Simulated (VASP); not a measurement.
## CoSi: single point with PBE

The system is CoSi.

```
CELL_PARAMETERS angstrom
2.80957 0.00000 0.00000
0.00000 2.80957 0.00000
0.00000 0.00000 2.72571
ATOMIC_POSITIONS crystal
Co 0.00000 0.00000 0.00000
Si 0.50000 0.50000 0.50000
```

This cell differs from its parent crystal: stretched by -2 % along [0.0, 0.0, 1.0] at fixed volume.

```yaml
Program: VASP 6.6.1
Task: single point
Functional: PBE
Potentials_or_basis: VASP PAW PBE potentials, release 64 (Co, Si)
Cutoff: 520 eV
k_mesh: 12 × 12 × 13
Occupations: fermi-dirac, width 0.1 eV
Spin: non-collinear spin, typed start, spin-orbit coupling
Starting_moments: "[[0.354, 0.354, 0.0], [0.0, 0.0, 0.0]] μB"
```

```json
{
 "Pressure": "0.5 GPa",
 "Net moment": "0.50 μB per cell",
 "Valence electrons inside the program's atomic spheres": "Co 8.61; Si 1.57"
}
```

Stress tensor (GPa, compression positive):
```
-0.02  0.00  0.00
 0.00 -0.02  0.00
 0.00  0.00  1.64
```

Moments on the atoms (μB; x, y, z):
```
Co  0.36 0.36 0.00
Si  0.01 0.01 0.00
```

Run time: 5 min on 1 thread of Intel(R) Xeon(R) 6975P-C (Granite Rapids) (shared host), peak memory 0.5 GiB.
